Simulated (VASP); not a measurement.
The system is TePb.

```
Te Pb
1.0
     0.00000    3.28606    3.28606
     3.28606    0.00000    3.28606
     3.28606    3.28606    0.00000
Te Pb
1 1
Direct
  0.50000 0.50000 0.50000
  0.00000 0.00000 0.00000
```

* Program: VASP 6.6.1
* Task: relaxation of cell and atoms
* Functional: LDA
* Potentials or basis: VASP PAW LDA potentials, release 64 (Te, Pb_d)
* Cutoff: 600 eV
* k mesh: 6 × 6 × 6
* Occupations: fermi-dirac, width 0.02 eV
* Spin: no spin polarisation

At the start: pressure -3.5 GPa; volume 35.48 Å³/atom.

Question: How do energy, volume and symmetry change on relaxing?

Answer: Over 3 steps the energy falls by 34.3 meV/atom and the volume is 32.56 Å³/atom (-8.2 %); space group Fm-3m (No. 225, to 0.05 Å).

Step by step:
```csv
step,energy change (eV),largest force (eV/Å),pressure (GPa),volume (Å³)
1,0.0000,0.0000,-3.48,70.97
2,-0.0609,0.0000,1.45,63.35
3,-0.0686,0.0000,-0.01,65.12
```

Final structure:
```
Te Pb
1.0
     0.00000    3.19317    3.19317
     3.19317    0.00000    3.19317
     3.19317    3.19317    0.00000
Te Pb
1 1
Direct
  0.50000 0.50000 0.50000
  0.00000 0.00000 0.00000
```
